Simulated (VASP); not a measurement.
A run of VASP 6.6.1:

The input INCAR:

```
SYSTEM = Be24F
PREC = Accurate
ENCUT = 520
EDIFF = 1E-7
ISMEAR = 0
SIGMA = 0.1
LREAL = Auto
LASPH = .TRUE.
NELM = 60
ALGO = Fast
ISIF = 2
LWAVE = .FALSE.
LCHARG = .FALSE.
LDIPOL = .TRUE.
IDIPOL = 3
DIPOL = 0.5 0.5 0.320
GGA = PE
NBANDS = 46
```

File KPOINTS:

```
regular mesh
0
G
  6 4 1
  0 0 0
```

The input POSCAR:

```
Be24F
1.0
    4.5254381414      0.0000000000      0.0000000000
    0.0000000000      7.1336190818      0.0000000000
    0.0000000000      0.0000000000     19.8685529777
Be F
24 1
Direct
    0.0000000000      0.3750000000      0.2013231665
    0.0000000000      0.8750000000      0.2013231665
    0.5000000000      0.3750000000      0.2013231665
    0.5000000000      0.8750000000      0.2013231665
    0.2500000000      0.1250000000      0.2341987732
    0.2500000000      0.6250000000      0.2341987732
    0.7500000000      0.1250000000      0.2341987732
    0.7500000000      0.6250000000      0.2341987732
    0.2500000000      0.3750000000      0.2999499865
    0.2500000000      0.8750000000      0.2999499865
    0.7500000000      0.3750000000      0.2999499865
    0.7500000000      0.8750000000      0.2999499865
    0.0000000000      0.1250000000      0.3268353583
    0.0000000000      0.6250000000      0.3268353583
    0.5000000000      0.1250000000      0.3268353583
    0.5000000000      0.6250000000      0.3268353583
    0.0000000000      0.3750000000      0.3993099146
    0.0000000000      0.8750000000      0.3993099146
    0.5000000000      0.3750000000      0.3993099146
    0.5000000000      0.8750000000      0.3993099146
    0.2500000000      0.1250000000      0.4211958962
    0.2500000000      0.6250000000      0.4211958962
    0.7500000000      0.1250000000      0.4211958962
    0.7500000000      0.6250000000      0.4211958962
    0.2500000000      0.3125000000      0.4701895220
```

Potentials or basis: VASP PAW PBE potentials, release 64 (Be, F).

Command:

```bash
$ cat potpaw_PBE.64/Be/POTCAR potpaw_PBE.64/F/POTCAR > POTCAR
$ mpirun -np 1 vasp_std > vasp.out
```

Hardware: 1 thread of AMD EPYC 9755 128-Core Processor (shared host).

How long does it take, and how much memory?

Run time: 14 min on 1 thread of AMD EPYC 9755 128-Core Processor (shared host), peak memory 0.67 GiB. Counts: scf iterations 25, k points 12.
